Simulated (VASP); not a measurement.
# ScAlH6 (P1) in VASP: relaxation of cell and atoms with PBEsol

Aim: the relaxation of cell and atoms of ScAlH6 with PBEsol.

All numbers are computed with VASP 6.6.1; they aren't measurements. Logs are shortened: lines on timing, memory, paths and dates and some standing lists are left out, and cuts for length are marked.

### Step 1. The cell of the first run

The typed cell holds 8 atoms: a = 2.948 Å, b = 2.994 Å, c = 5.867 Å, α = 90.47°, β = 89.08°, γ = 91.07°.

### Step 2. Relaxation of cell and atoms, PBEsol

The input, INCAR:

```
SYSTEM = ScAlH6
PREC = Accurate
ENCUT = 600
EDIFF = 1E-6
ISMEAR = -1
SIGMA = 0.05
LREAL = .FALSE.
LASPH = .TRUE.
NELM = 80
ALGO = Normal
ISIF = 3
LWAVE = .FALSE.
LCHARG = .FALSE.
GGA = PS
IBRION = 2
NSW = 100
EDIFFG = -0.01
```

The input, KPOINTS:

```
Automatic mesh
0
G
  6 6 4
  0 0 0
```

The input, POSCAR:

```
ScAlH6
1.0
    2.9478210540     -0.0276128657      0.0234491646
   -0.0276128657      2.9933944776     -0.0118588658
    0.0473763025     -0.0239594553      5.8669175590
Sc Al H
1 1 6
Direct
    0.0438351775      0.0319161589      0.0056022994
   -0.0639517315     -0.0052075987      0.5129156038
    0.4805314806      0.5474889364     -0.0028875312
    0.5442663334      0.4823898121      0.4980778140
    0.4855634427     -0.0508786037      0.2641729846
    0.4749508710      0.0246049658      0.7477830737
   -0.0091235040      0.5240531705      0.2813817042
   -0.0007769942      0.4734095610      0.7481956103
```

Potentials or basis: VASP PAW PBE potentials, release 64 (Sc_sv, Al, H).

On the command line:

```
> cat potpaw_PBE.64/Sc_sv/POTCAR potpaw_PBE.64/Al/POTCAR potpaw_PBE.64/H/POTCAR > POTCAR
> mpirun -np 1 vasp_std > vasp.out
```

OUTCAR:

```text
SYSTEM = ScAlH6
   PREC = Accurate
   ENCUT = 600
   EDIFF = 1E-6
   ISMEAR = -1
   LREAL = .FALSE.
   LASPH = .TRUE.
   NELM = 80
   ISIF = 3
   GGA = PS
   IBRION = 2
   NSW = 100
   EDIFFG = -0.01

 ion  position               nearest neighbor table
   1  0.044  0.032  0.006-   3 1.96   6 1.96   3 1.99   8 2.02   5 2.03   2 2.91   2 2.99
   2  0.936  0.995  0.513-   4 1.88   4 1.91   6 1.92   7 1.96   8 1.99   5 1.99   7 2.10   8 2.10
                             6 2.12   1 2.91   1 2.99
   3  0.481  0.547  0.997-   1 1.96   1 1.99
   4  0.544  0.482  0.498-   2 1.88   2 1.91
   5  0.486  0.949  0.264-   2 1.99   1 2.03
   6  0.475  0.025  0.748-   2 1.92   1 1.96   2 2.12
   7  0.991  0.524  0.281-   2 1.96   2 2.10
   8  0.999  0.473  0.748-   2 1.99   1 2.02   2 2.10

  LATTYP: Found a triclinic cell.
 ALAT       =     2.9480436394
 B/A-ratio  =     2.2128926701
 C/A-ratio  =     1.0154345353
 COS(alpha) =     0.0011126416
 COS(beta)  =     0.0186209817
 COS(gamma) =     0.4374478238

  Lattice vectors:

 A1 = (  -2.9478210540,   0.0276128657,  -0.0234491646)
 A2 = (  -2.9004447515,   0.0036534104,   5.8434683944)
 A3 = (  -0.0276128657,   2.9933944776,  -0.0118588658)

Analysis of symmetry for initial positions (statically):
=====================================================================
 Subroutine PRICEL returns:
 Original cell was already a primitive cell.

 Routine SETGRP: Setting up the symmetry group for a
 triclinic supercell.

 Subroutine GETGRP returns: Found  1 space group operations
 (whereof  1 operations were pure point group operations)
 out of a pool of  2 trial point group operations.

The static configuration has the point symmetry C_1 .

Analysis of symmetry for dynamics (positions and initial velocities):
=====================================================================
 Subroutine PRICEL returns:
 Original cell was already a primitive cell.

 Routine SETGRP: Setting up the symmetry group for a
 triclinic supercell.

 Subroutine GETGRP returns: Found  1 space group operations
 (whereof  1 operations were pure point group operations)
 out of a pool of  2 trial point group operations.

The dynamic configuration has the point symmetry C_1 .

 Subroutine INISYM returns: Found  1 space group operations
 (whereof  1 operations are pure point group operations),
 and found     1 'primitive' translations

----------------------------------------------------------------------------------------

                                     Primitive cell

  volume of cell :      51.7610

  direct lattice vectors                    reciprocal lattice vectors
     2.947821054 -0.027612866  0.023449165     0.339284526  0.003118960 -0.002727040
    -0.027612866  2.993394478 -0.011858866     0.003118960  0.334102977  0.001339231
     0.047376303 -0.023959455  5.866917559    -0.001349764  0.000662860  0.170460863

  length of vectors
     2.948043639  2.993545323  5.867157763     0.339309821  0.334120219  0.170467495

  position of ions in fractional coordinates (direct lattice)
     0.043835178  0.031916159  0.005602299
     0.936048269  0.994792401  0.512915604
     0.480531481  0.547488936  0.997112469
     0.544266333  0.482389812  0.498077814
     0.485563443  0.949121396  0.264172985
     0.474950871  0.024604966  0.747783074
     0.990876496  0.524053170  0.281381704
     0.999223006  0.473409561  0.748195610

  ion indices of the primitive-cell ions
   primitive index   ion index
                 1           1
                 2           2
                 3           3
                 4           4
                 5           5
                 6           6
                 7           7
                 8           8

----------------------------------------------------------------------------------------

 KPOINTS: Automatic mesh

Automatic generation of k-mesh.
 Grid dimensions read from file:
 generate k-points for:    6    6    4

 Generating k-lattice:

  Cartesian coordinates                     Fractional coordinates (reciprocal lattice)
     0.056547421  0.000519827 -0.000454507     0.166666667  0.000000000 -0.000000000
     0.000519827  0.055683829  0.000223205     0.000000000  0.166666667  0.000000000
    -0.000337441  0.000165715  0.042615216     0.000000000  0.000000000  0.250000000

  Length of vectors
     0.056551637  0.055686703  0.042616874

  Shift w.r.t. Gamma in fractional coordinates (k-lattice)
     0.000000000  0.000000000  0.000000000

 Subroutine IBZKPT returns following result:
 ===========================================

 Found     76 irreducible k-points:

 Following reciprocal coordinates:
            Coordinates               Weight
  0.000000  0.000000  0.000000      1.000000
  0.166667  0.000000  0.000000      2.000000
  0.333333 -0.000000 -0.000000      2.000000
  0.500000 -0.000000  0.000000      1.000000
  0.000000  0.166667 -0.000000      2.000000
  0.166667  0.166667 -0.000000      2.000000
[... 16 lines left out ...]
  0.333333  0.000000  0.250000      2.000000
  0.500000  0.000000  0.250000      2.000000
 [... further k-points ...]
   k-points           NKPTS =     76   k-points in BZ     NKDIM =     76   number of bands    NBANDS=     15
   number of dos      NEDOS =    301   number of ions     NIONS =      8
   total plane-waves  NPLWV =  27648
   dimension x,y,z NGX =    24 NGY =   24 NGZ =   48
   dimension x,y,z NGXF=    48 NGYF=   48 NGZF=   96
   ions per type =               1   1   6
   NGX,Y,Z   is equivalent  to a cutoff of  13.53, 13.33, 13.60 a.u.
   NGXF,Y,Z  is equivalent  to a cutoff of  27.07, 26.66, 27.20 a.u.
 SYSTEM =  ScAlH6
   PREC   = accura    normal or accurate (medium, high low for compatibility)
   ISTART =      0    job   : 0-new  1-cont  2-samecut
   ICHARG =      2    charge: 1-file 2-atom 10-const
   ISPIN  =      1    spin polarized calculation?
   LNONCOLLINEAR =      F non collinear calculations
   LSORBIT =      F    spin-orbit coupling
   LASPH  =      T    aspherical Exc in radial PAW
   ENCUT  =  600.0 eV  44.10 Ry    6.64 a.u.   5.89  5.98 11.72*2*pi/ulx,y,z
   NELM   =     80;   NELMIN=  2; NELMDL= -5     # of ELM steps
   EDIFF  = 0.1E-05   stopping-criterion for ELM
   LREAL  =      F    real-space projection
   EDIFFG = -.1E-01   stopping-criterion for IOM
   NSW    =    100    number of steps for IOM
   IBRION =      2    ionic relax: 0-MD 1-quasi-New 2-CG
   NFREE  =      1    steps in history (QN), initial steepest desc. (CG)
   ISIF   =      3    stress and relaxation
   ISYM   =      2    0-nonsym 1-usesym 2-fastsym
   POTIM  = 0.5000    time-step for ionic-motion
   TEBEG  =    0.0;   TEEND  =   0.0 temperature during run
   PSTRESS=    0.0 pullay stress
   NELECT =      20.0000    total number of electrons
   NUPDOWN=      -1.0000    fix difference up-down
   EMIN   =  10.00;   EMAX   =-10.00  energy-range for DOS
   EFERMI =   0.00;   METHOD = LEGACY
   ISMEAR =    -1;   SIGMA  =   0.05  broadening in eV -4-tet -1-fermi 0-gaus
   EFERMI_NEDOS =   21; number of points for ismear=-14 and -15
   IALGO  =     38    algorithm
   IMIX   =      4    mixing-type and parameters
     AMIX     =   0.40;   BMIX     =  1.00
     AMIX_MAG =   1.60;   BMIX_MAG =  1.00
  volume/ion in A,a.u.               =       6.47        43.66
  Fermi-wavevector in a.u.,A,eV,Ry     =   1.192387  2.253285 19.344581  1.421787
  Thomas-Fermi vector in A             =   2.328426
   LORBIT       =      0    0 simple, 1 ext, 2 COOP (PROOUT), +10 PAW based schemes
   GGA     = PS    functional components
   LHFCALC =     F    Hartree Fock is set to
   AEXX    =    0.0000 exact exchange contribution
   IVDW    =     0    specifies the selected vdW correction
   LEPSILON=     F    determine dielectric tensor
   LRPA    =     F    only Hartree local field effects (RPA)
 conjugate gradient relaxation of ions
 non-spin polarized calculation
  energy-cutoff  :      600.00
  volume of cell :       51.76
 maximum number of plane-waves:      1748
   NGX = 11   NGY = 11   NGZ = 23

--------------------------------------- Ionic step        1  -------------------------------------------

 number of electron      19.9999999 magnetization

 Free energy of the ion-electron system (eV)
  ---------------------------------------------------
  ext. energy  EPLUGINS =         0.00000000
  ---------------------------------------------------
  free energy    TOTEN  =       -30.18642898 eV

  energy without entropy =      -30.17400109  energy(sigma->0) =      -30.18021503

------------------------ aborting loop because EDIFF is reached ----------------------------------------

  FORCE on cell =-STRESS in cart. coord.  units (eV):
  Direction    XX          YY          ZZ          XY          YZ          ZX
  --------------------------------------------------------------------------------------
  -------------------------------------------------------------------------------------
  Total        1.1213720     -0.8800212      0.4222165      0.0010138     -0.1947672     -0.7895157
  in kB       34.7102261    -27.2396093     13.0690175      0.0313797     -6.0286976    -24.4381600
  external PRESSURE =       6.8465448 kB  Pullay stress =       0.0000000 kB
[... 107 lines left out ...]
  FREE ENERGIE OF THE ION-ELECTRON SYSTEM (eV)
  ---------------------------------------------------
  free  energy   TOTEN  =       -30.3907133859 eV

  energy  without entropy=      -30.3794137186  energy(sigma->0) =      -30.38506355

 E-fermi :   3.6846     XC(G=0):  -9.9821

 val. band max:        3.2779664139   @ k =   0.0000   0.0000   0.0000
 cond. band min:       4.1797155418   @ k =   0.5000   0.5000   0.0000
 fundamental gap:      0.9017491279
 Fermi energy:         3.6846151453

 k-point     1 :       0.0000    0.0000    0.0000
  band No.  band energies     occupation
      1     -45.6181      2.00000
      2     -24.3939      2.00000
      3     -24.3674      2.00000
      4     -24.2125      2.00000
      5      -7.1829      2.00000
      6      -2.3422      2.00000
      7      -1.9377      2.00000
      8       1.2161      2.00000
      9       2.0519      2.00000
     10       3.2780      1.99941
     11       5.3632      0.00000
     12       5.8365      0.00000
     13       5.8886      0.00000
     14       7.4039      0.00000
[... 401 lines left out ...]
      2     -24.5007      2.00000
      3     -24.3558      2.00000
      4     -24.3336      2.00000
      5      -3.7854      2.00000
      6      -3.3346      2.00000
      7      -1.6780      2.00000
      8      -0.1402      2.00000
      9       0.8141      2.00000
     10       1.1877      2.00000
     11       5.1929      0.00000
     12       5.8148      0.00000
     13       6.1655      0.00000
     14       6.7921      0.00000
     15       7.6321      0.00000

 [... further k-points ...]

[... ionic steps 4 to 76 ...]

--------------------------------------- Ionic step       77  -------------------------------------------

 number of electron      20.0000000 magnetization

------------------------ aborting loop because EDIFF is reached ----------------------------------------
[... 79 lines left out ...]
--------------------------------------- Ionic step       79  -------------------------------------------

 number of electron      20.0000000 magnetization

 Free energy of the ion-electron system (eV)
  ---------------------------------------------------
  ext. energy  EPLUGINS =         0.00000000
  ---------------------------------------------------
  free energy    TOTEN  =       -31.84730970 eV

  energy without entropy =      -31.84730807  energy(sigma->0) =      -31.84730889

 E-fermi :   4.0558     XC(G=0): -10.3230

 val. band max:        3.4969967114   @ k =   0.0000   0.5000   0.5000
 cond. band min:       4.5818980915   @ k =   0.3333   0.1667   0.0000
 fundamental gap:      1.0849013801
 Fermi energy:         4.0557967823

 k-point     1 :       0.0000    0.0000    0.0000
  band No.  band energies     occupation
      1     -44.9564      2.00000
      2     -23.7586      2.00000
      3     -23.7216      2.00000
      4     -23.5195      2.00000
      5      -7.0148      2.00000
      6      -2.0781      2.00000
      7      -1.1030      2.00000
      8       1.2892      2.00000
      9       2.9885      2.00000
     10       3.4221      1.99999
     11       5.8914      0.00000
     12       6.5122      0.00000
     13       6.6515      0.00000
     14       8.2778      0.00000
[... 401 lines left out ...]
      2     -23.9030      2.00000
      3     -23.7133      2.00000
      4     -23.6969      2.00000
      5      -3.0325      2.00000
      6      -2.6340      2.00000
      7      -1.1003      2.00000
      8       0.1904      2.00000
      9       1.0449      2.00000
     10       1.4927      2.00000
     11       5.5415      0.00000
     12       6.2532      0.00000
     13       6.6562      0.00000
     14       7.3447      0.00000
     15       8.3572      0.00000

 [... further k-points ...]

------------------------ aborting loop because EDIFF is reached ----------------------------------------

  FORCE on cell =-STRESS in cart. coord.  units (eV):
  Direction    XX          YY          ZZ          XY          YZ          ZX
  --------------------------------------------------------------------------------------
  -------------------------------------------------------------------------------------
  Total       -0.0028004      0.0070177      0.0111373     -0.0010708      0.0098908     -0.0134336
  in kB       -0.0785501      0.1968425      0.3123958     -0.0300348      0.2774331     -0.3768066
  external PRESSURE =       0.1435627 kB  Pullay stress =       0.0000000 kB
[... 23 lines left out ...]
  FREE ENERGIE OF THE ION-ELECTRON SYSTEM (eV)
  ---------------------------------------------------
  free  energy   TOTEN  =       -31.8473097007 eV

  energy  without entropy=      -31.8473080695  energy(sigma->0) =      -31.84730889

 reached required accuracy - stopping structural energy minimisation
```

It took 35 min on 1 thread of Oxide Virtual Turin-like, shared host; peak memory 0.21 GiB.

Results:

| Property | Result |
| --- | --- |
| Free energy | -31.8473 eV |
| Relaxed volume | 7.14 Å³/atom |
| Relaxed cell | a = 3.136 Å, b = 3.822 Å, c = 5.179 Å, α = 90.19°, β = 89.94°, γ = 66.96° |
| Space group after relaxing (to 0.1 Å) | Pm (No. 6) |
| Energy gained by relaxing | 207.6 meV/atom |
| Ionic steps | 79 |
| Pressure after relaxing | 0.0 GPa |
| Largest force after relaxing | 0.006 eV/Å |
| Band gap on the k mesh | 1.08 eV (least direct gap 2.41 eV) |

Forces in eV/Å, atoms in the order of the input:
```
Sc  -0.002  0.000  0.004
Al   0.000  0.002 -0.003
H    0.001  0.000  0.000
H   -0.004  0.002 -0.001
H    0.004  0.000 -0.002
H    0.002 -0.005  0.000
H   -0.003  0.002  0.005
H    0.001 -0.001 -0.004
```

The path:
| step | energy change (eV) | largest force (eV/Å) | pressure (GPa) | volume (Å³) |
| --- | --- | --- | --- | --- |
| 1 | 0.0000 | 1.3513 | 0.68 | 51.76 |
| 3 | -0.2043 | 0.4827 | -1.12 | 52.23 |
| 5 | -0.2690 | 0.4474 | 1.24 | 51.28 |
| 7 | -0.3182 | 0.3292 | 0.85 | 51.94 |
| 9 | -0.4318 | 0.3118 | -1.23 | 54.95 |
| 11 | -0.4474 | 0.3311 | -1.42 | 55.84 |
| 13 | -0.5097 | 0.3707 | -1.00 | 56.73 |
| 15 | -0.5194 | 0.4696 | -0.70 | 57.19 |
| 17 | -0.5727 | 0.4096 | -0.56 | 56.78 |
| 19 | -0.6050 | 0.2189 | 0.24 | 56.04 |
| 21 | -0.6346 | 0.1605 | 0.08 | 55.84 |
| 23 | -0.6467 | 0.2160 | 0.25 | 55.87 |
| 25 | -0.6759 | 0.2135 | 0.21 | 56.24 |
| 27 | -0.6918 | 0.4593 | 0.56 | 56.61 |
| 29 | -0.7115 | 0.4535 | 0.68 | 56.91 |
| 31 | -0.6957 | 0.9035 | 2.34 | 58.29 |
| 33 | -0.7562 | 0.4023 | 0.93 | 57.87 |
| 35 | -0.7515 | 1.2841 | -0.65 | 60.94 |
| 37 | -0.8401 | 0.4156 | -0.24 | 59.69 |
| 39 | -0.8158 | 1.2072 | -1.60 | 62.34 |
| 41 | -0.9522 | 0.4589 | -0.73 | 61.01 |
| 43 | -1.0919 | 0.7245 | 0.09 | 61.03 |
| 45 | -1.1800 | 1.1348 | 0.65 | 60.64 |
| 47 | -1.3551 | 0.5227 | -0.99 | 61.22 |
| 49 | -1.4775 | 0.4347 | -1.45 | 60.20 |
| 51 | -1.5501 | 0.2946 | 0.26 | 58.13 |
| 53 | -1.5852 | 0.2302 | -0.13 | 57.67 |
| 55 | -1.6105 | 0.1521 | -0.31 | 57.20 |
| 57 | -1.6275 | 0.1293 | 0.17 | 56.51 |
| 59 | -1.6371 | 0.1156 | 0.36 | 56.38 |
| 61 | -1.6459 | 0.1126 | 0.32 | 56.54 |
| 63 | -1.6555 | 0.0675 | -0.06 | 57.06 |
| 65 | -1.6582 | 0.0654 | -0.07 | 57.19 |
| 67 | -1.6593 | 0.0409 | 0.10 | 57.15 |
| 69 | -1.6601 | 0.0267 | 0.01 | 57.22 |
| 71 | -1.6605 | 0.0238 | -0.09 | 57.26 |
| 73 | -1.6607 | 0.0180 | 0.01 | 57.19 |
| 75 | -1.6608 | 0.0100 | 0.01 | 57.16 |
| 77 | -1.6608 | 0.0158 | -0.01 | 57.13 |
| 79 | -1.6609 | 0.0063 | 0.01 | 57.12 |

Final structure:
```
Sc Al H
1.0
     3.04916    0.73416    0.00326
     0.63112    3.76906   -0.00915
     0.00129   -0.00526    5.17899
Sc Al H
1 1 6
Direct
  0.95932 0.95150 0.00763
  0.56159 0.75449 0.50721
  0.65405 0.55058 0.00608
  0.78619 0.28289 0.50598
  0.40006 0.07261 0.23795
  0.39976 0.07472 0.77747
  0.09737 0.66974 0.31449
  0.09695 0.67125 0.69842
```

Levels at points of the mesh, in eV from the valence-band top:
| k point | band 6 | band 7 | band 8 | band 9 | band 10 | band 11 | band 12 | band 13 | band 14 | band 15 |
| --- | --- | --- | --- | --- | --- | --- | --- | --- | --- | --- |
| (0.00, 0.00, 0.00) | -5.58 | -4.60 | -2.21 | -0.51 | -0.07 | 2.39 | 3.02 | 3.15 | 4.78 | 5.04 |
| (0.50, 0.00, 0.00) | -6.22 | -4.49 | -2.99 | -2.21 | -2.11 | 1.63 | 2.74 | 3.05 | 3.79 | 5.25 |
| (0.00, 0.50, 0.00) | -6.74 | -4.29 | -3.03 | -2.78 | -1.64 | 2.99 | 3.67 | 3.85 | 4.22 | 4.71 |
| (0.50, 0.50, 0.00) | -6.02 | -4.44 | -3.22 | -2.35 | -2.12 | 1.63 | 2.70 | 3.15 | 3.75 | 5.22 |
| (0.00, 0.00, 0.50) | -8.04 | -2.26 | -1.66 | -1.23 | -0.47 | 2.95 | 3.06 | 3.59 | 4.25 | 4.41 |
| (0.50, 0.00, 0.50) | -5.92 | -4.69 | -3.74 | -2.67 | -1.85 | 2.59 | 3.02 | 3.33 | 3.40 | 4.16 |
| (0.00, 0.50, 0.50) | -6.31 | -6.26 | -4.29 | -1.37 | 0.00 | 2.65 | 2.98 | 3.59 | 3.87 | 4.30 |
| (0.50, 0.50, 0.50) | -5.75 | -4.58 | -3.77 | -2.95 | -1.96 | 2.50 | 3.08 | 3.25 | 3.44 | 3.99 |

Caveat: a cell axis changed by over 15 % at a fixed basis, so the end point is rough; the PAW data sets were made with another functional, which shifts forces and pressure a little.
